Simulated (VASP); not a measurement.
Here is a VASP 6.6.1 calculation.

The input INCAR:

```
PREC = Accurate
ENCUT = 520
EDIFF = 1E-6
ISMEAR = 0
SIGMA = 0.1
LREAL = False
LASPH = True
NELM = 80
ALGO = Normal
ISIF = 2
LWAVE = False
LCHARG = False
GGA = PE
NBANDS = 20
```

The input KPOINTS:

```
Automatic mesh
0
Gamma
  6 6 4
```

File POSCAR:

```
Ca2H3
1.0
    3.9713445279      0.0000000000      0.0000000000
   -1.9856722639      3.4392852483      0.0000000000
    0.0000000000      0.0000000000      6.5177907790
Ca H
2 3
Direct
    0.0000000000      0.0000000000      0.7891763977
    0.0000000000      0.0000000000      0.2108236023
    0.5000000000      0.0000000000      0.0000000000
    0.0000000000      0.5000000000      0.0000000000
    0.5000000000      0.5000000000      0.0000000000
```

Potentials or basis: VASP PAW PBE potentials, release 64 (Ca_sv, H).

The run is started by

```console
$ cat potpaw_PBE.64/Ca_sv/POTCAR potpaw_PBE.64/H/POTCAR > POTCAR
$ mpirun -np 1 vasp_std > vasp.out
```

(1) Estimate the pressure.

(2) What does it give for the largest force?

Answers

(1) 0.2 GPa.

(2) 0.041 eV/Å.
